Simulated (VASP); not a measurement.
Wanted: the native input for a VASP 6.6.1 run.

* Task: single point
* Functional: PBEsol
* Potentials or basis: VASP PAW PBE potentials, release 64 (Te, Sn_d)
* Cutoff: 520 eV
* k mesh: 7 × 7 × 7
* Occupations: fermi-dirac, width 0.05 eV
* Spin: no spin polarisation
* Dipole correction: no
* Further INCAR settings: ALGO = Normal; EDIFF = 1e-06; NBANDS = 17

The structure of SnTe lies in POSCAR:

```
SnTe
1.0
    0.0000000000      2.8942125470      2.8942125470
    2.8942125470      0.0000000000      2.8942125470
    2.8942125470      2.8942125470      0.0000000000
Te Sn
1 1
Direct
    0.5000000000      0.5000000000      0.5000000000
    0.0000000000      0.0000000000      0.0000000000
```

One way to write it, as run:

INCAR

```
ALGO     = Normal         # electronic algorithm
EDIFF    = 1E-6           # SCF threshold, eV
ENCUT    = 520            # plane-wave cutoff, eV
GGA      = PS             # functional
ISIF     = 2              # what is computed and relaxed
ISMEAR   = -1             # smearing method
LASPH    = True           # aspherical terms in the spheres
LCHARG   = False          # write CHGCAR
LREAL    = False          # projectors in reciprocal space
LWAVE    = False          # write WAVECAR
NBANDS   = 17             # bands
NELM     = 60             # most SCF steps
PREC     = Accurate       # precision mode
SIGMA    = 0.05           # smearing width, eV
```

KPOINTS

```
k-points
0
Gamma
  7 7 7
```

Potentials or basis: VASP PAW PBE potentials, release 64 (Te, Sn_d).

Run with:

```sh
$ cat potpaw_PBE.64/Te/POTCAR potpaw_PBE.64/Sn_d/POTCAR > POTCAR
$ mpirun -np 1 vasp_std > vasp.out
```

Results of the run:

```json
{
 "Pressure": "20.0 GPa"
}
```

Caveat: the PAW data sets were made with another functional, which shifts forces and pressure a little.

Wall time 7.9 s on 1 thread of Intel(R) Xeon(R) 6975P-C (Granite Rapids) (shared host), peak memory 0.17 GiB.
